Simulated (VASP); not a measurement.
# SiNi2 (P6_3/mmc) in VASP: notebook

The runs below take SiNi2 through single point, with PBEsol.

Program: VASP 6.6.1. These are calculated values, not measurements. Logs are shortened: lines on timing, memory, paths and dates and some standing lists are left out, and cuts for length are marked.

## Step 1: The cell of the first run

The structure is hexagonal, space group P6_3/mmc (No. 194). The conventional cell has a = 3.723 Å, b = 3.723 Å, c = 4.672 Å, α = 90.00°, β = 90.00°, γ = 120.00°. Si (site symmetry -6m2) has 11 Ni at 2.15 to 2.45 Å within 2.8 Å. Within 3.1 Å of Ni (site symmetry -3m) lie 8 Ni at 2.34 to 2.45 Å and 6 Si at 2.45 Å. Ni (site symmetry -6m2) has 5 Si at 2.15 to 2.34 Å and 6 Ni at 2.45 Å within 2.8 Å.

## Step 2: Single point, PBEsol (9.35 Å³/atom)

The input, INCAR:

```
  PREC = Accurate
  ENCUT = 520
  EDIFF = 1E-6
  ISMEAR = 0
  SIGMA = 0.1
  LREAL = F
  LASPH = T
  NELM = 100
  ALGO = Fast
  ISIF = 2
  LWAVE = F
  LCHARG = T
  GGA = PS
  LELF = T
  LVHAR = T
  NBANDS = 33
```

The input, KPOINTS:

```
regular mesh
0
Gamma
  12 12 8
```

The input, POSCAR:

```
SiNi2
1.0
    3.7227747679      0.0000000000      0.0000000000
   -1.8613873839      3.2240175216      0.0000000000
    0.0000000000      0.0000000000      4.6722393293
Si Ni
2 4
Direct
    0.3333333333      0.6666666667      0.7500000000
    0.6666666667      0.3333333333      0.2500000000
    0.0000000000      0.0000000000      0.0000000000
    0.0000000000      0.0000000000      0.5000000000
    0.3333333333      0.6666666667      0.2500000000
    0.6666666667      0.3333333333      0.7500000000
```

Potentials or basis: VASP PAW PBE potentials, release 64 (Si, Ni).

Command:

```console
cat potpaw_PBE.64/Si/POTCAR potpaw_PBE.64/Ni/POTCAR > POTCAR
mpirun -np 1 vasp_std > vasp.out
```

OUTCAR:

```text
PREC = Accurate
   ENCUT = 520
   EDIFF = 1E-6
   ISMEAR = 0
   LREAL = F
   LASPH = T
   NELM = 100
   ISIF = 2
   GGA = PS

 ion  position               nearest neighbor table
   1  0.333  0.667  0.750-   6 2.15   6 2.15   6 2.15   5 2.34   5 2.34   3 2.45   4 2.45   4 2.45
                             3 2.45   4 2.45   3 2.45
   2  0.667  0.333  0.250-   5 2.15   5 2.15   5 2.15   6 2.34   6 2.34   3 2.45   4 2.45   3 2.45
                             4 2.45   3 2.45   4 2.45
   3  0.000  0.000  0.000-   4 2.34   4 2.34   1 2.45   5 2.45   6 2.45   2 2.45   2 2.45   6 2.45
                             1 2.45   5 2.45   2 2.45   6 2.45   1 2.45   5 2.45
   4  0.000  0.000  0.500-   3 2.34   3 2.34   1 2.45   5 2.45   6 2.45   2 2.45   2 2.45   6 2.45
                             1 2.45   5 2.45   2 2.45   6 2.45   1 2.45   5 2.45
   5  0.333  0.667  0.250-   2 2.15   2 2.15   2 2.15   1 2.34   1 2.34   3 2.45   4 2.45   4 2.45
                             3 2.45   4 2.45   3 2.45
   6  0.667  0.333  0.750-   1 2.15   1 2.15   1 2.15   2 2.34   2 2.34   3 2.45   4 2.45   3 2.45
                             4 2.45   3 2.45   4 2.45

  LATTYP: Found a hexagonal cell.
 ALAT       =     3.7227747679
 C/A-ratio  =     1.2550421717

  Lattice vectors:

 A1 = (   3.7227747679,   0.0000000000,   0.0000000000)
 A2 = (  -1.8613873839,   3.2240175216,   0.0000000000)
 A3 = (   0.0000000000,   0.0000000000,   4.6722393293)

Analysis of symmetry for initial positions (statically):
=====================================================================
 Subroutine PRICEL returns:
 Original cell was already a primitive cell.

 Routine SETGRP: Setting up the symmetry group for a
 hexagonal supercell.

 Subroutine GETGRP returns: Found 24 space group operations
 (whereof 12 operations were pure point group operations)
 out of a pool of 24 trial point group operations.

The static configuration has the point symmetry D_3d.
 The point group associated with its full space group is D_6h.

Analysis of symmetry for dynamics (positions and initial velocities):
=====================================================================
 Subroutine PRICEL returns:
 Original cell was already a primitive cell.

 Routine SETGRP: Setting up the symmetry group for a
 hexagonal supercell.

 Subroutine GETGRP returns: Found 24 space group operations
 (whereof 12 operations were pure point group operations)
 out of a pool of 24 trial point group operations.

The dynamic configuration has the point symmetry D_3d.
 The point group associated with its full space group is D_6h.

 Subroutine INISYM returns: Found 24 space group operations
 (whereof 12 operations are pure point group operations),
 and found     1 'primitive' translations

----------------------------------------------------------------------------------------

                                     Primitive cell

  volume of cell :      56.0776

  direct lattice vectors                    reciprocal lattice vectors
     3.722774768  0.000000000  0.000000000     0.268616842  0.155086006  0.000000000
    -1.861387384  3.224017522  0.000000000     0.000000000  0.310172012  0.000000000
     0.000000000  0.000000000  4.672239329     0.000000000  0.000000000  0.214030132

  length of vectors
     3.722774768  3.722774768  4.672239329     0.310172012  0.310172012  0.214030132

  position of ions in fractional coordinates (direct lattice)
     0.333333333  0.666666667  0.750000000
     0.666666667  0.333333333  0.250000000
     0.000000000  0.000000000  0.000000000
     0.000000000  0.000000000  0.500000000
     0.333333333  0.666666667  0.250000000
     0.666666667  0.333333333  0.750000000

  ion indices of the primitive-cell ions
   primitive index   ion index
                 1           1
                 2           2
                 3           3
                 4           4
                 5           5
                 6           6

----------------------------------------------------------------------------------------

 KPOINTS: regular mesh

Automatic generation of k-mesh.
 Grid dimensions read from file:
 generate k-points for:   12   12    8

 Generating k-lattice:

  Cartesian coordinates                     Fractional coordinates (reciprocal lattice)
     0.022384737  0.012923834  0.000000000     0.083333333  0.000000000  0.000000000
     0.000000000  0.025847668  0.000000000     0.000000000  0.083333333  0.000000000
     0.000000000  0.000000000  0.026753766     0.000000000  0.000000000  0.125000000

  Length of vectors
     0.025847668  0.025847668  0.026753766

  Shift w.r.t. Gamma in fractional coordinates (k-lattice)
     0.000000000  0.000000000  0.000000000

 Subroutine IBZKPT returns following result:
 ===========================================

 Found     95 irreducible k-points:

 Following reciprocal coordinates:
            Coordinates               Weight
  0.000000  0.000000  0.000000      1.000000
  0.083333  0.000000  0.000000      6.000000
  0.166667  0.000000  0.000000      6.000000
  0.250000  0.000000  0.000000      6.000000
  0.333333  0.000000  0.000000      6.000000
  0.416667  0.000000  0.000000      6.000000
[... 16 lines left out ...]
  0.250000  0.000000  0.125000     12.000000
  0.333333  0.000000  0.125000     12.000000
 [... further k-points ...]
   k-points           NKPTS =     95   k-points in BZ     NKDIM =     95   number of bands    NBANDS=     33
   number of dos      NEDOS =    301   number of ions     NIONS =      6
   total plane-waves  NPLWV =  28224
   dimension x,y,z NGX =    28 NGY =   28 NGZ =   36
   dimension x,y,z NGXF=    56 NGYF=   56 NGZF=   72
   ions per type =               2   4
   NGX,Y,Z   is equivalent  to a cutoff of  12.50, 12.50, 12.81 a.u.
   NGXF,Y,Z  is equivalent  to a cutoff of  25.01, 25.01, 25.62 a.u.
 SYSTEM =  unknown system
   PREC   = accura    normal or accurate (medium, high low for compatibility)
   ISTART =      0    job   : 0-new  1-cont  2-samecut
   ICHARG =      2    charge: 1-file 2-atom 10-const
   ISPIN  =      1    spin polarized calculation?
   LNONCOLLINEAR =      F non collinear calculations
   LSORBIT =      F    spin-orbit coupling
   LASPH  =      T    aspherical Exc in radial PAW
   ENCUT  =  520.0 eV  38.22 Ry    6.18 a.u.   6.92  6.92  8.69*2*pi/ulx,y,z
   NELM   =    100;   NELMIN=  2; NELMDL= -5     # of ELM steps
   EDIFF  = 0.1E-05   stopping-criterion for ELM
   LREAL  =      F    real-space projection
   EDIFFG = 0.1E-04   stopping-criterion for IOM
   NSW    =      0    number of steps for IOM
   IBRION =     -1    ionic relax: 0-MD 1-quasi-New 2-CG
   NFREE  =      0    steps in history (QN), initial steepest desc. (CG)
   ISIF   =      2    stress and relaxation
   ISYM   =      2    0-nonsym 1-usesym 2-fastsym
   POTIM  = 0.5000    time-step for ionic-motion
   TEBEG  =    0.0;   TEEND  =   0.0 temperature during run
   PSTRESS=    0.0 pullay stress
   NELECT =      48.0000    total number of electrons
   NUPDOWN=      -1.0000    fix difference up-down
   EMIN   =  10.00;   EMAX   =-10.00  energy-range for DOS
   EFERMI =   0.00;   METHOD = LEGACY
   ISMEAR =     0;   SIGMA  =   0.10  broadening in eV -4-tet -1-fermi 0-gaus
   EFERMI_NEDOS =   21; number of points for ismear=-14 and -15
   IALGO  =     68    algorithm
   IMIX   =      4    mixing-type and parameters
     AMIX     =   0.40;   BMIX     =  1.00
     AMIX_MAG =   1.60;   BMIX_MAG =  1.00
  volume/ion in A,a.u.               =       9.35        63.07
  Fermi-wavevector in a.u.,A,eV,Ry     =   1.554386  2.937363 32.873245  2.416115
  Thomas-Fermi vector in A             =   2.658479
   LORBIT       =      0    0 simple, 1 ext, 2 COOP (PROOUT), +10 PAW based schemes
   GGA     = PS    functional components
   LHFCALC =     F    Hartree Fock is set to
   AEXX    =    0.0000 exact exchange contribution
   IVDW    =     0    specifies the selected vdW correction
   LEPSILON=     F    determine dielectric tensor
   LRPA    =     F    only Hartree local field effects (RPA)
 non-spin polarized calculation
 RMM-DIIS sequential band-by-band and
 Gauss-broadening in eV      SIGMA  =   0.10
  energy-cutoff  :      520.00
  volume of cell :       56.08
 maximum number of plane-waves:      1530
 NGX is ok and might be reduce to    28
   NGX = 13   NGY = 13   NGZ = 17

 number of electron      48.0000015 magnetization

 Free energy of the ion-electron system (eV)
  ---------------------------------------------------
  ext. energy  EPLUGINS =         0.00000000
  ---------------------------------------------------
  free energy    TOTEN  =       -38.72962480 eV

  energy without entropy =      -38.71452356  energy(sigma->0) =      -38.72207418

 E-fermi :  13.5364     XC(G=0): -13.9247

 val. band max:       13.5215663960   @ k =   0.1667   0.0833   0.0000
 cond. band min:      13.5393669850   @ k =   0.1667   0.0833   0.0000
 fundamental gap:      0.0178005890
 Fermi energy:        13.5364443001

 k-point     1 :       0.0000    0.0000    0.0000
  band No.  band energies     occupation
      1      -0.4120      2.00000
      2       4.7035      2.00000
      3       6.1254      2.00000
      4       7.4408      2.00000
      5       7.4408      2.00000
      6       8.7472      2.00000
[... 25 lines left out ...]
     32      20.2686      0.00000
     33      22.3341      0.00000

 k-point     2 :       0.0833    0.0000    0.0000
  band No.  band energies     occupation
      1      -0.3117      2.00000
      2       4.7064      2.00000
      3       6.1900      2.00000
      4       7.4544      2.00000
      5       7.4965      2.00000
      6       8.4124      2.00000
[... 25 lines left out ...]
     32      20.7615      0.00000
     33      21.9079      0.00000
[... 754 lines left out ...]
     32      20.9983      0.00000
     33      21.6378      0.00000

 k-point    24 :       0.3333    0.0000    0.1250
  band No.  band energies     occupation
      1       1.2205      2.00000
      2       4.2923      2.00000
      3       6.0722      2.00000
      4       6.9954      2.00000
      5       8.2174      2.00000
      6       8.2733      2.00000
[... 25 lines left out ...]
     32      21.6641      0.00000
     33      22.4836      0.00000

 [... further k-points ...]

------------------------ aborting loop because EDIFF is reached ----------------------------------------

  FORCE on cell =-STRESS in cart. coord.  units (eV):
  Direction    XX          YY          ZZ          XY          YZ          ZX
  --------------------------------------------------------------------------------------
  -------------------------------------------------------------------------------------
  Total       13.8051143     13.8051143     13.7027196      0.0000000     -0.0000000      0.0000000
  in kB      394.4222021    394.4222021    391.4967107      0.0000000     -0.0000000      0.0000000
  external PRESSURE =     393.4470383 kB  Pullay stress =       0.0000000 kB

 VOLUME and BASIS-vectors are now :
 -----------------------------------------------------------------------------
  energy-cutoff  :      520.00
  volume of cell :       56.08
      direct lattice vectors                 reciprocal lattice vectors
     3.722774768  0.000000000  0.000000000     0.268616842  0.155086006  0.000000000
    -1.861387384  3.224017522  0.000000000     0.000000000  0.310172012  0.000000000
     0.000000000  0.000000000  4.672239329     0.000000000  0.000000000  0.214030132

 POSITION                                       TOTAL-FORCE (eV/Angst)
 -----------------------------------------------------------------------------------
     -0.00000      2.14935      3.50418         0.000000     -0.000000      0.000000
      1.86139      1.07467      1.16806         0.000000      0.000000      0.000000
      0.00000      0.00000      0.00000        -0.000000     -0.000000      0.000000
      0.00000      0.00000      2.33612        -0.000000     -0.000000      0.000000
     -0.00000      2.14935      1.16806        -0.000000     -0.000000      0.000000
      1.86139      1.07467      3.50418         0.000000      0.000000      0.000000
 -----------------------------------------------------------------------------------
    total drift:                               -0.000000      0.000000      0.000000

  FREE ENERGIE OF THE ION-ELECTRON SYSTEM (eV)
  ---------------------------------------------------
  free  energy   TOTEN  =       -38.7296247973 eV

  energy  without entropy=      -38.7145235602  energy(sigma->0) =      -38.72207418
```

Wall time 1.8 min (1 thread of Intel Xeon 6975P-C (Granite Rapids), shared host); peak memory 0.26 GiB.

What came out:

```yaml
Free_energy: -38.7296 eV
Pressure: 39.3 GPa
Band_gap_on_the_k_mesh: zero (bands 24 and 25 overlap by 3.92 eV)
```

Stress tensor (GPa, compression positive):
```
39.44  0.00  0.00
 0.00 39.44  0.00
 0.00  0.00 39.15
```

Caveat: the cell stands under pressure; the PAW data sets were made with another functional, which shifts forces and pressure a little.

## Step 3: Single point, PBEsol (9.66 Å³/atom)

This run uses another cell than the first one, of 9.66 Å³/atom.

The input, INCAR:

```
SYSTEM = SiNi2
PREC = Accurate
ENCUT = 520
EDIFF = 1E-6
ISMEAR = 0
SIGMA = 0.1
LREAL = .FALSE.
LASPH = .TRUE.
NELM = 80
ALGO = Fast
ISIF = 2
LWAVE = .FALSE.
LCHARG = .FALSE.
GGA = PS
NBANDS = 33
```

The input, KPOINTS:

```
regular mesh
0
G
  12 12 8
  0 0 0
```

Edit POSCAR of step 2 so:

```diff
@@ -2,5 +2,5 @@
 1.0
-    3.7227747679      0.0000000000      0.0000000000
-   -1.8613873839      3.2240175216      0.0000000000
-    0.0000000000      0.0000000000      4.6722393293
+    3.7611725657      0.0000000000      0.0000000000
+   -1.8805862828      3.2572709899      0.0000000000
+    0.0000000000      0.0000000000      4.7333738274
 Si Ni
```

Potentials or basis: VASP PAW PBE potentials, release 64 (Si, Ni).

Command:

```console
cat potpaw_PBE.64/Si/POTCAR potpaw_PBE.64/Ni/POTCAR > POTCAR
mpirun -np 1 vasp_std > vasp.out
```

It took 1.9 min on 1 thread of Intel Xeon 6975P-C (Granite Rapids), shared host; peak memory 0.26 GiB.

The run converged. Its results:

| Property | Result |
| --- | --- |
| Free energy | -39.1196 eV |
| Pressure | 26.9 GPa |
| Band gap on the k mesh | zero (bands 24 and 25 overlap by 3.79 eV) |

Stress tensor (GPa, compression positive):
```
26.96  0.00  0.00
 0.00 26.96  0.00
 0.00  0.00 26.69
```

Levels at points of the mesh, in eV from the Fermi level:
| k point | band 22 | band 23 | band 24 | band 25 | band 26 | band 27 |
| --- | --- | --- | --- | --- | --- | --- |
| (0.00, 0.00, 0.00) | -0.74 | 0.20 | 2.80 | 2.80 | 3.12 | 3.12 |
| (0.50, 0.00, 0.00) | -1.41 | -1.19 | -0.80 | -0.63 | 1.59 | 2.05 |
| (0.00, 0.00, 0.50) | -1.46 | 2.69 | 2.69 | 3.55 | 3.55 | 3.55 |
| (0.50, 0.00, 0.50) | -1.48 | -1.04 | -1.04 | 1.06 | 1.06 | 3.31 |

Caveat: the cell stands under pressure; the PAW data sets were made with another functional, which shifts forces and pressure a little. Spin polarisation is off, so any magnetic state and its effect on volume and gap are missing.

## Step 4: Single point, PBEsol (9.98 Å³/atom)

This run uses another cell than the first one, of 9.98 Å³/atom.

The input, INCAR:

```
SYSTEM = SiNi2
PREC     = Accurate       ! precision mode
ENCUT    = 520            ! plane-wave cutoff, eV
EDIFF    = 1E-6           ! SCF threshold, eV
ISMEAR   = 0              ! smearing method
SIGMA    = 0.1            ! smearing width, eV
LREAL    = .False.        ! projectors in reciprocal space
LASPH    = .True.         ! aspherical terms in the spheres
NELM     = 60             ! most SCF steps
ALGO     = Fast           ! electronic algorithm
ISIF     = 2              ! what is computed and relaxed
LWAVE    = .False.        ! write WAVECAR
LCHARG   = .False.        ! write CHGCAR
GGA      = PS             ! functional
NBANDS   = 33             ! bands
```

The input, KPOINTS:

```
regular mesh
0
Gamma
  12 12 8
  0 0 0
```

Edit POSCAR of step 3 so:

```diff
@@ -2,5 +2,5 @@
 1.0
-    3.7611725657      0.0000000000      0.0000000000
-   -1.8805862828      3.2572709899      0.0000000000
-    0.0000000000      0.0000000000      4.7333738274
+    3.7982750750      0.0000000000      0.0000000000
+   -1.8991375375      3.2894027055      0.0000000000
+    0.0000000000      0.0000000000      4.7943635013
 Si Ni
```

Command:

```console
cat potpaw_PBE.64/Si/POTCAR potpaw_PBE.64/Ni/POTCAR > POTCAR
mpirun -np 1 vasp_std > vasp.out
```

Run time: 1.9 min. Hardware: 1 thread of Intel Xeon 6975P-C (Granite Rapids), shared host; peak memory 0.27 GiB.

The run converged. Its results:

```
Free energy            : -39.3744 eV
Pressure               : 16.4 GPa
Band gap on the k mesh : zero (bands 24 and 25 overlap by 3.64 eV)
```

Stress tensor (GPa, compression positive):
```
16.50  0.00  0.00
 0.00 16.50  0.00
 0.00  0.00 16.25
```

Levels at points of the mesh, in eV from the Fermi level:
```
           k point  band 22  band 23  band 24  band 25  band 26  band 27
(0.00, 0.00, 0.00)    -0.71     0.18     2.78     2.78     3.01     3.03
(0.50, 0.00, 0.00)    -1.35    -1.14    -0.77    -0.61     1.46     1.98
(0.00, 0.00, 0.50)    -1.40     2.52     2.52     3.47     3.47     3.47
(0.50, 0.00, 0.50)    -1.41    -1.00    -1.00     1.03     1.03     3.18
```

Caveat: the cell stands under pressure; the PAW data sets were made with another functional, which shifts forces and pressure a little. Spin polarisation is off, so any magnetic state and its effect on volume and gap are missing.

## Step 5: The runs side by side

| cell | gap on the mesh (eV) | pressure (GPa) |
| --- | --- | --- |
| a = 3.723, b = 3.723, c = 4.672 Å, angles 90.0, 90.0, 120.0°, 6 atoms | none | 39.3 |
| a = 3.761, b = 3.761, c = 4.733 Å, angles 90.0, 90.0, 120.0°, 6 atoms | none | 26.9 |
| a = 3.798, b = 3.798, c = 4.794 Å, angles 90.0, 90.0, 120.0°, 6 atoms | none | 16.4 |

Alike in all rows: task single point; level PBEsol; potentials or basis VASP PAW PBE potentials, release 64 (Si, Ni); no spin polarisation; k mesh 12 × 12 × 8; cutoff (eV) 520; smearing gaussian 0.1 eV.

Caveats: the cell stands under pressure; the PAW data sets were made with another functional, which shifts forces and pressure a little.

Absolute energies hang on the potentials; compare differences alone.

The gap in the log of VASP goes by the Fermi energy; the results here count the filled bands.